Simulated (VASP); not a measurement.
# Ca (Fm-3m) in VASP: further runs

The runs below take Ca through relaxation of cell and atoms, single point, with PBEsol, PBE.

Everything below comes from runs of VASP 6.6.1. Logs are shortened: lines on timing, memory, paths and dates and some standing lists are left out, and cuts for length are marked.

## (1) The cell of the first run

Symmetry: Fm-3m, No. 225, cubic system. Conventional cell: a = 5.588 Å, b = 5.588 Å, c = 5.588 Å, α = 90.00°, β = 90.00°, γ = 90.00°. Ca (site symmetry m-3m) has 12 Ca at 3.95 Å within 5.2 Å.

## (2) Relaxation of cell and atoms, PBEsol, target pressure 30 GPa, at which the enthalpy is minimised

Contents of INCAR:

```
ALGO = Normal
EDIFF = 1E-7
EDIFFG = -0.02
ENCUT = 600
GGA = PS
IBRION = 2
ISIF = 3
ISMEAR = -1
LASPH = True
LCHARG = False
LREAL = False
LWAVE = False
NELM = 100
NSW = 80
PREC = Accurate
PSTRESS = 300.0
SIGMA = 0.05
```

Contents of KPOINTS:

```
k-points
0
Gamma
  8 8 8
```

Contents of POSCAR:

```
Ca
1.0
    0.0000000000      2.7942000000      2.7942000000
    2.7942000000      0.0000000000      2.7942000000
    2.7942000000      2.7942000000      0.0000000000
Ca
1
Direct
    0.0000000000      0.0000000000      0.0000000000
```

Potentials or basis: VASP PAW PBE potentials, release 64 (Ca_sv).

The run is started by

```
> cat potpaw_PBE.64/Ca_sv/POTCAR > POTCAR
> mpirun -np 1 vasp_std > vasp.out
```

OUTCAR:

```text
EDIFF = 1E-7
   EDIFFG = -0.02
   ENCUT = 600
   GGA = PS
   IBRION = 2
   ISIF = 3
   ISMEAR = -1
   LASPH = True
   LREAL = False
   NELM = 100
   NSW = 80
   PREC = Accurate
   PSTRESS = 300.0

 ion  position               nearest neighbor table
   1  0.000  0.000  0.000-

  LATTYP: Found a face centered cubic cell.
 ALAT       =     5.5884000000

  Lattice vectors:

 A1 = (   0.0000000000,   2.7942000000,   2.7942000000)
 A2 = (   2.7942000000,   0.0000000000,   2.7942000000)
 A3 = (   2.7942000000,   2.7942000000,   0.0000000000)

Analysis of symmetry for initial positions (statically):
=====================================================================
 Subroutine PRICEL returns:
 Original cell was already a primitive cell.

 Routine SETGRP: Setting up the symmetry group for a
 face centered cubic supercell.

 Subroutine GETGRP returns: Found 48 space group operations
 (whereof 48 operations were pure point group operations)
 out of a pool of 48 trial point group operations.

The static configuration has the point symmetry O_h .

Analysis of symmetry for dynamics (positions and initial velocities):
=====================================================================
 Subroutine PRICEL returns:
 Original cell was already a primitive cell.

 Routine SETGRP: Setting up the symmetry group for a
 face centered cubic supercell.

 Subroutine GETGRP returns: Found 48 space group operations
 (whereof 48 operations were pure point group operations)
 out of a pool of 48 trial point group operations.

The dynamic configuration has the point symmetry O_h .

 Subroutine INISYM returns: Found 48 space group operations
 (whereof 48 operations are pure point group operations),
 and found     1 'primitive' translations

----------------------------------------------------------------------------------------

                                     Primitive cell

  volume of cell :      43.6317

  direct lattice vectors                    reciprocal lattice vectors
     0.000000000  2.794200000  2.794200000    -0.178942094  0.178942094  0.178942094
     2.794200000  0.000000000  2.794200000     0.178942094 -0.178942094  0.178942094
     2.794200000  2.794200000  0.000000000     0.178942094  0.178942094 -0.178942094

  length of vectors
     3.951595536  3.951595536  3.951595536     0.309936799  0.309936799  0.309936799

  position of ions in fractional coordinates (direct lattice)
     0.000000000  0.000000000  0.000000000

  ion indices of the primitive-cell ions
[... 22 lines left out ...]
     0.000000000  0.000000000  0.000000000

 Subroutine IBZKPT returns following result:
 ===========================================

 Found     29 irreducible k-points:

 Following reciprocal coordinates:
            Coordinates               Weight
  0.000000  0.000000  0.000000      1.000000
  0.125000  0.000000  0.000000      8.000000
  0.250000  0.000000  0.000000      8.000000
  0.375000  0.000000  0.000000      8.000000
  0.500000  0.000000  0.000000      4.000000
  0.125000  0.125000  0.000000      6.000000
[... 16 lines left out ...]
  0.500000  0.250000  0.125000     48.000000
 -0.375000  0.250000  0.125000     24.000000
 [... further k-points ...]
   k-points           NKPTS =     29   k-points in BZ     NKDIM =     29   number of bands    NBANDS=      9
   number of dos      NEDOS =    301   number of ions     NIONS =      1
   total plane-waves  NPLWV =  32768
   dimension x,y,z NGX =    32 NGY =   32 NGZ =   32
   dimension x,y,z NGXF=    64 NGYF=   64 NGZF=   64
   ions per type =               1
   NGX,Y,Z   is equivalent  to a cutoff of  13.46, 13.46, 13.46 a.u.
   NGXF,Y,Z  is equivalent  to a cutoff of  26.93, 26.93, 26.93 a.u.
 SYSTEM =  unknown system
   PREC   = accura    normal or accurate (medium, high low for compatibility)
   ISTART =      0    job   : 0-new  1-cont  2-samecut
   ICHARG =      2    charge: 1-file 2-atom 10-const
   ISPIN  =      1    spin polarized calculation?
   LNONCOLLINEAR =      F non collinear calculations
   LSORBIT =      F    spin-orbit coupling
   LASPH  =      T    aspherical Exc in radial PAW
   ENCUT  =  600.0 eV  44.10 Ry    6.64 a.u.   7.89  7.89  7.89*2*pi/ulx,y,z
   NELM   =    100;   NELMIN=  2; NELMDL= -5     # of ELM steps
   EDIFF  = 0.1E-06   stopping-criterion for ELM
   LREAL  =      F    real-space projection
   EDIFFG = -.2E-01   stopping-criterion for IOM
   NSW    =     80    number of steps for IOM
   IBRION =      2    ionic relax: 0-MD 1-quasi-New 2-CG
   NFREE  =      1    steps in history (QN), initial steepest desc. (CG)
   ISIF   =      3    stress and relaxation
   ISYM   =      2    0-nonsym 1-usesym 2-fastsym
   POTIM  = 0.5000    time-step for ionic-motion
   TEBEG  =    0.0;   TEEND  =   0.0 temperature during run
   PSTRESS=  300.0 pullay stress
   NELECT =      10.0000    total number of electrons
   NUPDOWN=      -1.0000    fix difference up-down
   EMIN   =  10.00;   EMAX   =-10.00  energy-range for DOS
   EFERMI =   0.00;   METHOD = LEGACY
   ISMEAR =    -1;   SIGMA  =   0.05  broadening in eV -4-tet -1-fermi 0-gaus
   EFERMI_NEDOS =   21; number of points for ismear=-14 and -15
   IALGO  =     38    algorithm
   IMIX   =      4    mixing-type and parameters
     AMIX     =   0.40;   BMIX     =  1.00
     AMIX_MAG =   1.60;   BMIX_MAG =  1.00
  volume/ion in A,a.u.               =      43.63       294.44
  Fermi-wavevector in a.u.,A,eV,Ry     =   1.001861  1.893242 13.656506  1.003725
  Thomas-Fermi vector in A             =   2.134310
   LORBIT       =      0    0 simple, 1 ext, 2 COOP (PROOUT), +10 PAW based schemes
   GGA     = PS    functional components
   LHFCALC =     F    Hartree Fock is set to
   AEXX    =    0.0000 exact exchange contribution
   IVDW    =     0    specifies the selected vdW correction
   LEPSILON=     F    determine dielectric tensor
   LRPA    =     F    only Hartree local field effects (RPA)
 conjugate gradient relaxation of ions
 non-spin polarized calculation
  energy-cutoff  :      600.00
  volume of cell :       43.63
 maximum number of plane-waves:      1475
   NGX = 15   NGY = 15   NGZ = 15

--------------------------------------- Ionic step        1  -------------------------------------------

 number of electron      10.0000001 magnetization

 Free energy of the ion-electron system (eV)
  ---------------------------------------------------
  ext. energy  EPLUGINS =         0.00000000
  ---------------------------------------------------
  free energy    TOTEN  =        -2.12852386 eV

  energy without entropy =       -2.11654989  energy(sigma->0) =       -2.12253687

 E-fermi :   1.7191     XC(G=0):  -7.7049

 val. band max:        1.6786822301   @ k =  -0.3750   0.2500   0.1250
 cond. band min:       1.7795753103   @ k =   0.5000   0.1250   0.0000
 fundamental gap:      0.1008930802
 Fermi energy:         1.7190502705
[... 769 lines left out ...]
--------------------------------------- Ionic step        6  -------------------------------------------

 number of electron      10.0000000 magnetization

 Free energy of the ion-electron system (eV)
  ---------------------------------------------------
  ext. energy  EPLUGINS =         0.00000000
  ---------------------------------------------------
  free energy    TOTEN  =        -0.94800246 eV

  energy without entropy =       -0.93682879  energy(sigma->0) =       -0.94241562

 E-fermi :   5.3380     XC(G=0): -10.3508

 val. band max:        5.3297634554   @ k =  -0.3750   0.2500   0.0000
 cond. band min:       5.4039325297   @ k =   0.3750   0.3750   0.0000
 fundamental gap:      0.0741690742
 Fermi energy:         5.3380165609
[... 320 lines left out ...]
  energy  without entropy=       -0.9368287901  energy(sigma->0) =       -0.94241562

  enthalpy is  TOTEN    =         3.0379247648 eV   P V=        3.9859272231

 reached required accuracy - stopping structural energy minimisation
```

OSZICAR:

```text
N       E                     dE             d eps       ncg     rms          rms(c)
DAV:   1     0.685821789589E+02    0.68582E+02   -0.54223E+03   522   0.110E+03
DAV:   2    -0.597107991272E+00   -0.69179E+02   -0.68837E+02   542   0.239E+02
DAV:   3    -0.205990046585E+01   -0.14628E+01   -0.14559E+01   811   0.363E+01
[... 68 lines left out ...]
DAV:   5    -0.948004525456E+00   -0.93979E-04   -0.24760E-04   719   0.689E-02    0.142E-02
DAV:   6    -0.948002743995E+00    0.17815E-05   -0.27967E-06   525   0.170E-02    0.438E-03
DAV:   7    -0.948002197981E+00    0.54601E-06   -0.85377E-07   758   0.662E-03    0.447E-04
DAV:   8    -0.948002393688E+00   -0.19571E-06   -0.10146E-07   421   0.204E-03    0.207E-04
DAV:   9    -0.948002458350E+00   -0.64662E-07   -0.27139E-08   261   0.121E-03
   6 F= 0.30379248E+01 E0= 0.30435116E+01  d E =-.131446E-03
```

Wall time 52 s (1 thread of Intel Xeon Platinum 8375C at 2.90GHz (Ice Lake), shared host); peak memory 0.21 GiB.

What came out:

| Item | Value |
| --- | --- |
| Free energy | -0.9480 eV |
| Relaxed volume | 21.29 Å³/atom |
| Relaxed cell | a = 3.111 Å, b = 3.111 Å, c = 3.111 Å, α = 60.00°, β = 60.00°, γ = 60.00° |
| Space group after relaxing (to 0.05 Å) | Fm-3m (No. 225) |
| Energy change on relaxing (the enthalpy is what falls) | +1180.5 meV/atom |
| Ionic steps | 6 |
| Pressure after relaxing | 29.9 GPa |
| Band gap on the k mesh | zero (band 5 reaches 5.33 eV, above the bottom of band 6 at 5.05 eV) |

The path:
```csv
step,energy change (eV),largest force (eV/Å),pressure (GPa),volume (Å³)
1,0.0000,0.0000,-1.14,43.63
2,6.9786,0.0000,192.80,9.00
3,0.9205,0.0000,24.86,22.81
4,1.1440,0.0000,29.21,21.49
5,1.2075,0.0000,30.39,21.14
6,1.1805,0.0000,29.89,21.29
```

Final structure:
```cif
data_structure
_symmetry_space_group_name_H-M 'P 1'
_symmetry_Int_Tables_number 1
_cell_length_a 3.1108
_cell_length_b 3.1108
_cell_length_c 3.1108
_cell_angle_alpha 60.000
_cell_angle_beta 60.000
_cell_angle_gamma 60.000
_cell_volume 21.29
loop_
_atom_site_label
_atom_site_type_symbol
_atom_site_fract_x
_atom_site_fract_y
_atom_site_fract_z
_atom_site_occupancy
Ca1 Ca 0.00000 0.00000 0.00000 1
```

Levels at points of the mesh, in eV from the Fermi level:
```
           k point  band 2  band 3  band 4  band 5  band 6  band 7  band 8  band 9
(0.00, 0.00, 0.00)  -21.07  -21.07  -21.07   -4.74    3.12    3.12    3.12    5.42
(0.50, 0.00, 0.00)  -22.37  -21.22  -21.22   -1.37    1.63    2.86    2.86    6.93
(0.50, 0.50, 0.00)  -22.26  -21.50  -21.50   -1.59   -0.29    3.75    6.94    7.35
```

Caveat: the cell is relaxed towards a set pressure, so the enthalpy falls and the energy may rise; the volume moved by over 15 % at a fixed basis, so the end points are rough; the PAW data sets were made with another functional, which shifts forces and pressure a little.

## (3) Single point, PBE

Contents of INCAR:

```
PREC = Accurate
ENCUT = 520
EDIFF = 1E-7
ISMEAR = -1
SIGMA = 0.03
LREAL = False
LASPH = True
NELM = 100
ALGO = Normal
ISIF = 2
LWAVE = False
LCHARG = False
GGA = PE
NBANDS = 11
```

Contents of KPOINTS:

```
regular mesh
0
Gamma
  6 6 6
```

POSCAR is that of step 2.

Potentials or basis: VASP PAW PBE potentials, release 64 (Ca_sv).

The run is started by

```
> cat potpaw_PBE.64/Ca_sv/POTCAR > POTCAR
> mpirun -np 1 vasp_std > vasp.out
```

OUTCAR:

```text
PREC = Accurate
   ENCUT = 520
   EDIFF = 1E-7
   ISMEAR = -1
   LREAL = False
   LASPH = True
   NELM = 100
   ISIF = 2
   GGA = PE

 ion  position               nearest neighbor table
   1  0.000  0.000  0.000-

  LATTYP: Found a face centered cubic cell.
 ALAT       =     5.5884000000

  Lattice vectors:

 A1 = (   0.0000000000,   2.7942000000,   2.7942000000)
 A2 = (   2.7942000000,   0.0000000000,   2.7942000000)
 A3 = (   2.7942000000,   2.7942000000,   0.0000000000)

Analysis of symmetry for initial positions (statically):
=====================================================================
 Subroutine PRICEL returns:
 Original cell was already a primitive cell.

 Routine SETGRP: Setting up the symmetry group for a
 face centered cubic supercell.

 Subroutine GETGRP returns: Found 48 space group operations
 (whereof 48 operations were pure point group operations)
 out of a pool of 48 trial point group operations.

The static configuration has the point symmetry O_h .

Analysis of symmetry for dynamics (positions and initial velocities):
=====================================================================
 Subroutine PRICEL returns:
 Original cell was already a primitive cell.

 Routine SETGRP: Setting up the symmetry group for a
 face centered cubic supercell.

 Subroutine GETGRP returns: Found 48 space group operations
 (whereof 48 operations were pure point group operations)
 out of a pool of 48 trial point group operations.

The dynamic configuration has the point symmetry O_h .

 Subroutine INISYM returns: Found 48 space group operations
 (whereof 48 operations are pure point group operations),
 and found     1 'primitive' translations

----------------------------------------------------------------------------------------

                                     Primitive cell

[... 102 lines left out ...]
  Thomas-Fermi vector in A             =   2.134310
   LORBIT       =      0    0 simple, 1 ext, 2 COOP (PROOUT), +10 PAW based schemes
   GGA     = PE    functional components
   LHFCALC =     F    Hartree Fock is set to
   AEXX    =    0.0000 exact exchange contribution
   IVDW    =     0    specifies the selected vdW correction
   LEPSILON=     F    determine dielectric tensor
   LRPA    =     F    only Hartree local field effects (RPA)
 non-spin polarized calculation
  energy-cutoff  :      520.00
  volume of cell :       43.63
 maximum number of plane-waves:      1211
 NGX is ok and might be reduce to    30
   NGX = 15   NGY = 15   NGZ = 15

 number of electron      10.0000000 magnetization

 number of electron       9.9999997 magnetization

 Free energy of the ion-electron system (eV)
  ---------------------------------------------------
  ext. energy  EPLUGINS =         0.00000000
  ---------------------------------------------------
  free energy    TOTEN  =        -1.90363742 eV

  energy without entropy =       -1.89451505  energy(sigma->0) =       -1.89907624

 E-fermi :   1.8780     XC(G=0):  -7.6313

 val. band max:        1.8421492265   @ k =  -0.3333   0.3333   0.1667
 cond. band min:       1.9299607491   @ k =  -0.3333   0.3333   0.1667
 fundamental gap:      0.0878115227
 Fermi energy:         1.8780107759

 k-point     1 :       0.0000    0.0000    0.0000
  band No.  band energies     occupation
      1     -40.2561      2.00000
      2     -21.1782      2.00000
      3     -21.1782      2.00000
      4     -21.1782      2.00000
      5      -2.1325      2.00000
      6       4.1272      0.00000
      7       4.1272      0.00000
      8       4.1272      0.00000
      9       5.1534      0.00000
     10       5.1534      0.00000
     11      10.8073      0.00000
[... 197 lines left out ...]
 k-point    16 :      -0.3333    0.5000    0.1667
  band No.  band energies     occupation
      1     -40.2407      2.00000
      2     -21.2758      2.00000
      3     -21.2407      2.00000
      4     -21.2238      2.00000
      5       1.8414      1.54446
      6       2.4565      0.00000
      7       2.6058      0.00000
      8       4.7189      0.00000
      9       5.9903      0.00000
     10       6.4533      0.00000
     11       6.9216      0.00000

------------------------ aborting loop because EDIFF is reached ----------------------------------------

  FORCE on cell =-STRESS in cart. coord.  units (eV):
  Direction    XX          YY          ZZ          XY          YZ          ZX
  --------------------------------------------------------------------------------------
  -------------------------------------------------------------------------------------
  Total       -0.1847932     -0.1847932     -0.1847932      0.0000000      0.0000000      0.0000000
  in kB       -6.7856924     -6.7856924     -6.7856924      0.0000000      0.0000000      0.0000000
  external PRESSURE =      -6.7856924 kB  Pullay stress =       0.0000000 kB

 VOLUME and BASIS-vectors are now :
 -----------------------------------------------------------------------------
  energy-cutoff  :      520.00
  volume of cell :       43.63
      direct lattice vectors                 reciprocal lattice vectors
     0.000000000  2.794200000  2.794200000    -0.178942094  0.178942094  0.178942094
     2.794200000  0.000000000  2.794200000     0.178942094 -0.178942094  0.178942094
     2.794200000  2.794200000  0.000000000     0.178942094  0.178942094 -0.178942094

 POSITION                                       TOTAL-FORCE (eV/Angst)
 -----------------------------------------------------------------------------------
      0.00000      0.00000      0.00000        -0.000000      0.000000     -0.000000
 -----------------------------------------------------------------------------------
    total drift:                               -0.000000     -0.000000     -0.000000

  FREE ENERGIE OF THE ION-ELECTRON SYSTEM (eV)
  ---------------------------------------------------
  free  energy   TOTEN  =        -1.9036374181 eV

  energy  without entropy=       -1.8945150531  energy(sigma->0) =       -1.89907624
```

OSZICAR:

```text
N       E                     dE             d eps       ncg     rms          rms(c)
DAV:   1     0.659110633601E+02    0.65911E+02   -0.49107E+03   352   0.816E+02
DAV:   2    -0.358190468547E+00   -0.66269E+02   -0.65802E+02   388   0.210E+02
DAV:   3    -0.178879460882E+01   -0.14306E+01   -0.14104E+01   494   0.308E+01
DAV:   4    -0.191029232676E+01   -0.12150E+00   -0.12051E+00   469   0.656E+00
DAV:   5    -0.191212781185E+01   -0.18355E-02   -0.18351E-02   485   0.783E-01    0.230E+00
DAV:   6    -0.190561947998E+01    0.65083E-02   -0.11746E-02   416   0.118E+00    0.141E+00
DAV:   7    -0.190410333014E+01    0.15161E-02   -0.17838E-02   370   0.157E+00    0.111E-01
DAV:   8    -0.190362473280E+01    0.47860E-03   -0.21454E-03   391   0.440E-01    0.232E-02
DAV:   9    -0.190363741843E+01   -0.12686E-04   -0.11444E-04   486   0.826E-02    0.501E-03
DAV:  10    -0.190363804897E+01   -0.63054E-06   -0.74032E-06   477   0.259E-02    0.882E-04
DAV:  11    -0.190363740908E+01    0.63989E-06   -0.31003E-07   517   0.465E-03    0.331E-04
DAV:  12    -0.190363741808E+01   -0.90025E-08   -0.98148E-09   242   0.106E-03
   1 F= -.19036374E+01 E0= -.18990762E+01  d E =-.912237E-02
```

stdout:

```text
POSCAR found type information on POSCAR Ca
 POSCAR found :  1 types and       1 ions
 scaLAPACK will be used
 LDA part: xc-table for (Slater+PW92), standard interpolation
 POSCAR, INCAR and KPOINTS ok, starting setup
 FFT: planning ... GRIDC
 FFT: planning ... GRID_SOFT
 FFT: planning ... GRID
 WAVECAR not read
 entering main loop
```

Run time: 16 s. Hardware: 1 thread of AMD EPYC 7R13, shared host; peak memory 0.13 GiB.

Results:

| Property | Result |
| --- | --- |
| Free energy | -1.9036 eV |
| Pressure | -0.7 GPa |
| Band gap on the k mesh | zero (band 5 reaches 1.84 eV, above the bottom of band 6 at 1.65 eV) |
